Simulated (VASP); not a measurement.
# Cu (P6/mmm) in VASP: notebook

Runs on Cu. Level: PBE. Tasks: relaxation of cell and atoms.

All numbers are computed with VASP 6.6.1; they aren't measurements. Logs are shortened: lines on timing, memory, paths and dates and some standing lists are left out, and cuts for length are marked.

**1. The cell of the first run**

The structure is hexagonal, space group P6/mmm (No. 191). The conventional cell has a = 2.489 Å, b = 2.489 Å, c = 2.426 Å, α = 90.00°, β = 90.00°, γ = 120.00°. Within 3.2 Å of Cu (site symmetry 6/mmm) lie 8 Cu at 2.43 to 2.49 Å.

This isn't the form of Cu at room conditions, which is fcc.

**2. Relaxation of cell and atoms, PBE**

Input file INCAR:

```
PREC = Accurate
ENCUT = 600
EDIFF = 1E-6
ISMEAR = 0
SIGMA = 0.1
LREAL = F
LASPH = T
NELM = 60
ALGO = Fast
ISIF = 3
LWAVE = F
LCHARG = F
GGA = PE
IBRION = 2
NSW = 100
EDIFFG = -0.01
```

Input file KPOINTS:

```
regular mesh
0
Gamma
  21 21 18
```

Input file POSCAR:

```
Cu
1.0
    2.4887533273      0.0000000000      0.0000000000
   -1.2443766636      2.1553236052      0.0000000000
    0.0000000000      0.0000000000      2.4261964439
Cu
1
Direct
    0.0000000000      0.0000000000      0.0000000000
```

Potentials or basis: VASP PAW PBE potentials, release 64 (Cu).

The run is started by

```sh
$ cat potpaw_PBE.64/Cu/POTCAR > POTCAR
$ mpirun -np 1 vasp_std > vasp.out
```

OUTCAR:

```text
PREC = Accurate
   ENCUT = 600
   EDIFF = 1E-6
   ISMEAR = 0
   LREAL = F
   LASPH = T
   NELM = 60
   ISIF = 3
   GGA = PE
   IBRION = 2
   NSW = 100
   EDIFFG = -0.01

 ion  position               nearest neighbor table
   1  0.000  0.000  0.000-

  LATTYP: Found a hexagonal cell.
 ALAT       =     2.4887533273
 C/A-ratio  =     0.9748641689

  Lattice vectors:

 A1 = (   2.4887533273,   0.0000000000,   0.0000000000)
 A2 = (  -1.2443766636,   2.1553236052,   0.0000000000)
 A3 = (   0.0000000000,   0.0000000000,   2.4261964439)

Analysis of symmetry for initial positions (statically):
=====================================================================
 Subroutine PRICEL returns:
 Original cell was already a primitive cell.

 Routine SETGRP: Setting up the symmetry group for a
 hexagonal supercell.

 Subroutine GETGRP returns: Found 24 space group operations
 (whereof 24 operations were pure point group operations)
 out of a pool of 24 trial point group operations.

The static configuration has the point symmetry D_6h.

Analysis of symmetry for dynamics (positions and initial velocities):
=====================================================================
 Subroutine PRICEL returns:
 Original cell was already a primitive cell.

 Routine SETGRP: Setting up the symmetry group for a
 hexagonal supercell.

 Subroutine GETGRP returns: Found 24 space group operations
 (whereof 24 operations were pure point group operations)
 out of a pool of 24 trial point group operations.

The dynamic configuration has the point symmetry D_6h.

 Subroutine INISYM returns: Found 24 space group operations
 (whereof 24 operations are pure point group operations),
 and found     1 'primitive' translations

----------------------------------------------------------------------------------------

                                     Primitive cell

  volume of cell :      13.0143

  direct lattice vectors                    reciprocal lattice vectors
     2.488753327  0.000000000  0.000000000     0.401807599  0.231983726  0.000000000
    -1.244376664  2.155323605  0.000000000     0.000000000  0.463967451  0.000000000
     0.000000000  0.000000000  2.426196444     0.000000000  0.000000000  0.412167779

  length of vectors
     2.488753327  2.488753327  2.426196444     0.463967451  0.463967451  0.412167779

  position of ions in fractional coordinates (direct lattice)
     0.000000000  0.000000000  0.000000000

  ion indices of the primitive-cell ions
   primitive index   ion index
                 1           1

----------------------------------------------------------------------------------------

 KPOINTS: regular mesh

Automatic generation of k-mesh.
 Grid dimensions read from file:
 generate k-points for:   21   21   18

 Generating k-lattice:

  Cartesian coordinates                     Fractional coordinates (reciprocal lattice)
     0.019133695  0.011046844  0.000000000     0.047619048  0.000000000  0.000000000
     0.000000000  0.022093688  0.000000000     0.000000000  0.047619048  0.000000000
     0.000000000  0.000000000  0.022898210     0.000000000  0.000000000  0.055555556

  Length of vectors
     0.022093688  0.022093688  0.022898210

  Shift w.r.t. Gamma in fractional coordinates (k-lattice)
     0.000000000  0.000000000  0.000000000

 Subroutine IBZKPT returns following result:
 ===========================================

 Found    480 irreducible k-points:

 Following reciprocal coordinates:
            Coordinates               Weight
  0.000000  0.000000  0.000000      1.000000
  0.047619 -0.000000  0.000000      6.000000
  0.095238 -0.000000  0.000000      6.000000
  0.142857  0.000000  0.000000      6.000000
  0.190476 -0.000000  0.000000      6.000000
  0.238095  0.000000  0.000000      6.000000
[... 16 lines left out ...]
  0.142857  0.095238  0.000000     12.000000
  0.190476  0.095238  0.000000     12.000000
 [... further k-points ...]
   k-points           NKPTS =    480   k-points in BZ     NKDIM =    480   number of bands    NBANDS=      9
   number of dos      NEDOS =    301   number of ions     NIONS =      1
   total plane-waves  NPLWV =   8000
   dimension x,y,z NGX =    20 NGY =   20 NGZ =   20
   dimension x,y,z NGXF=    40 NGYF=   40 NGZF=   40
   ions per type =               1
   NGX,Y,Z   is equivalent  to a cutoff of  13.36, 13.36, 13.70 a.u.
   NGXF,Y,Z  is equivalent  to a cutoff of  26.72, 26.72, 27.41 a.u.
 SYSTEM =  unknown system
   PREC   = accura    normal or accurate (medium, high low for compatibility)
   ISTART =      0    job   : 0-new  1-cont  2-samecut
   ICHARG =      2    charge: 1-file 2-atom 10-const
   ISPIN  =      1    spin polarized calculation?
   LNONCOLLINEAR =      F non collinear calculations
   LSORBIT =      F    spin-orbit coupling
   LASPH  =      T    aspherical Exc in radial PAW
   ENCUT  =  600.0 eV  44.10 Ry    6.64 a.u.   4.97  4.97  4.85*2*pi/ulx,y,z
   NELM   =     60;   NELMIN=  2; NELMDL= -5     # of ELM steps
   EDIFF  = 0.1E-05   stopping-criterion for ELM
   LREAL  =      F    real-space projection
   EDIFFG = -.1E-01   stopping-criterion for IOM
   NSW    =    100    number of steps for IOM
   IBRION =      2    ionic relax: 0-MD 1-quasi-New 2-CG
   NFREE  =      1    steps in history (QN), initial steepest desc. (CG)
   ISIF   =      3    stress and relaxation
   ISYM   =      2    0-nonsym 1-usesym 2-fastsym
   POTIM  = 0.5000    time-step for ionic-motion
   TEBEG  =    0.0;   TEEND  =   0.0 temperature during run
   PSTRESS=    0.0 pullay stress
   NELECT =      11.0000    total number of electrons
   NUPDOWN=      -1.0000    fix difference up-down
   EMIN   =  10.00;   EMAX   =-10.00  energy-range for DOS
   EFERMI =   0.00;   METHOD = LEGACY
   ISMEAR =     0;   SIGMA  =   0.10  broadening in eV -4-tet -1-fermi 0-gaus
   EFERMI_NEDOS =   21; number of points for ismear=-14 and -15
   IALGO  =     68    algorithm
   IMIX   =      4    mixing-type and parameters
     AMIX     =   0.40;   BMIX     =  1.00
     AMIX_MAG =   1.60;   BMIX_MAG =  1.00
  volume/ion in A,a.u.               =      13.01        87.82
  Fermi-wavevector in a.u.,A,eV,Ry     =   1.547862  2.925035 32.597891  2.395877
  Thomas-Fermi vector in A             =   2.652895
   LORBIT       =      0    0 simple, 1 ext, 2 COOP (PROOUT), +10 PAW based schemes
   GGA     = PE    functional components
   LHFCALC =     F    Hartree Fock is set to
   AEXX    =    0.0000 exact exchange contribution
   IVDW    =     0    specifies the selected vdW correction
   LEPSILON=     F    determine dielectric tensor
   LRPA    =     F    only Hartree local field effects (RPA)
 conjugate gradient relaxation of ions
 non-spin polarized calculation
 RMM-DIIS sequential band-by-band and
 Gauss-broadening in eV      SIGMA  =   0.10
  energy-cutoff  :      600.00
  volume of cell :       13.01
 maximum number of plane-waves:       453
 NGX is ok and might be reduce to    20
   NGX =  9   NGY =  9   NGZ =  9

--------------------------------------- Ionic step        1  -------------------------------------------

 number of electron      11.0000002 magnetization

 Free energy of the ion-electron system (eV)
  ---------------------------------------------------
  ext. energy  EPLUGINS =         0.00000000
  ---------------------------------------------------
  free energy    TOTEN  =        -3.46772490 eV

  energy without entropy =       -3.46656385  energy(sigma->0) =       -3.46714437

------------------------ aborting loop because EDIFF is reached ----------------------------------------

  FORCE on cell =-STRESS in cart. coord.  units (eV):
  Direction    XX          YY          ZZ          XY          YZ          ZX
  --------------------------------------------------------------------------------------
  -------------------------------------------------------------------------------------
  Total        0.0204585      0.0204585     -0.0124033      0.0000000     -0.0000000     -0.0000000
  in kB        2.5186247      2.5186247     -1.5269534      0.0000000     -0.0000000     -0.0000000
  external PRESSURE =       1.1700986 kB  Pullay stress =       0.0000000 kB
[... 86 lines left out ...]
  FREE ENERGIE OF THE ION-ELECTRON SYSTEM (eV)
  ---------------------------------------------------
  free  energy   TOTEN  =        -3.4675840236 eV

  energy  without entropy=       -3.4664702826  energy(sigma->0) =       -3.46702715

[... ionic steps 4 to 7 ...]

--------------------------------------- Ionic step        8  -------------------------------------------

 number of electron      11.0000003 magnetization

------------------------ aborting loop because EDIFF is reached ----------------------------------------

  FORCE on cell =-STRESS in cart. coord.  units (eV):
  Direction    XX          YY          ZZ          XY          YZ          ZX
  --------------------------------------------------------------------------------------
  -------------------------------------------------------------------------------------
  Total       -0.0567508     -0.0567508     -0.0475951     -0.0000000      0.0000000      0.0000000
  in kB       -6.9715497     -6.9715497     -5.8468250     -0.0000000      0.0000000      0.0000000
  external PRESSURE =      -6.5966414 kB  Pullay stress =       0.0000000 kB
[... 55 lines left out ...]
  energy  without entropy=       -3.4666443342  energy(sigma->0) =       -3.46721804

--------------------------------------- Ionic step       10  -------------------------------------------

 number of electron      11.0000003 magnetization

 Free energy of the ion-electron system (eV)
  ---------------------------------------------------
  ext. energy  EPLUGINS =         0.00000000
  ---------------------------------------------------
  free energy    TOTEN  =        -3.46779366 eV

  energy without entropy =       -3.46664572  energy(sigma->0) =       -3.46721969

 E-fermi :   6.3442     XC(G=0): -12.1102

 val. band max:        6.3361598283   @ k =   0.2381   0.2381   0.1111
 cond. band min:       6.3981488021   @ k =   0.1905   0.1429   0.3889
 fundamental gap:      0.0619889738
 Fermi energy:         6.3441594050

 k-point     1 :       0.0000    0.0000    0.0000
  band No.  band energies     occupation
      1      -2.1836      2.00000
      2       2.3819      2.00000
      3       3.5936      2.00000
      4       3.5936      2.00000
      5       4.9099      2.00000
      6       4.9099      2.00000
      7      22.9234      0.00000
      8      27.3598      0.00000
      9      28.8262      0.00000
[... 265 lines left out ...]
 k-point    24 :       0.1905    0.0952    0.0000
  band No.  band energies     occupation
      1      -0.1420      2.00000
      2       2.6982      2.00000
      3       3.1583      2.00000
      4       4.3668      2.00000
      5       4.4817      2.00000
      6       4.8066      2.00000
      7      18.8301      0.00000
      8      21.6010      0.00000
      9      25.6443      0.00000

 [... further k-points ...]

------------------------ aborting loop because EDIFF is reached ----------------------------------------

  FORCE on cell =-STRESS in cart. coord.  units (eV):
  Direction    XX          YY          ZZ          XY          YZ          ZX
  --------------------------------------------------------------------------------------
  -------------------------------------------------------------------------------------
  Total       -0.0016871     -0.0016871      0.0079453     -0.0000000      0.0000000      0.0000000
  in kB       -0.2072764     -0.2072764      0.9761671     -0.0000000      0.0000000      0.0000000
  external PRESSURE =       0.1872048 kB  Pullay stress =       0.0000000 kB
[... 16 lines left out ...]
  FREE ENERGIE OF THE ION-ELECTRON SYSTEM (eV)
  ---------------------------------------------------
  free  energy   TOTEN  =        -3.4677936585 eV

  energy  without entropy=       -3.4666457195  energy(sigma->0) =       -3.46721969

 reached required accuracy - stopping structural energy minimisation
```

Wall time 6.1 min (1 thread of Intel Xeon 8259CL, shared host); peak memory 0.2 GiB.

What came out:

| Item | Value |
| --- | --- |
| Free energy | -3.4678 eV |
| Relaxed volume | 13.04 Å³/atom |
| Relaxed cell | a = 2.492 Å, b = 2.492 Å, c = 2.425 Å, α = 90.00°, β = 90.00°, γ = 120.00° |
| Space group after relaxing (to 0.1 Å) | P6/mmm (No. 191) |
| Energy gained by relaxing | 0.1 meV/atom |
| Ionic steps | 10 |
| Pressure after relaxing | 0.0 GPa |
| Band gap on the k mesh | zero (an odd number of electrons rules out a gap without spin polarisation) |

Final structure:
```cif
data_structure
_symmetry_space_group_name_H-M 'P 1'
_symmetry_Int_Tables_number 1
_cell_length_a 2.4919
_cell_length_b 2.4919
_cell_length_c 2.4250
_cell_angle_alpha 90.000
_cell_angle_beta 90.000
_cell_angle_gamma 120.000
_cell_volume 13.04
loop_
_atom_site_label
_atom_site_type_symbol
_atom_site_fract_x
_atom_site_fract_y
_atom_site_fract_z
_atom_site_occupancy
Cu1 Cu 0.00000 0.00000 0.00000 1
```

[end of part 1 of 2]
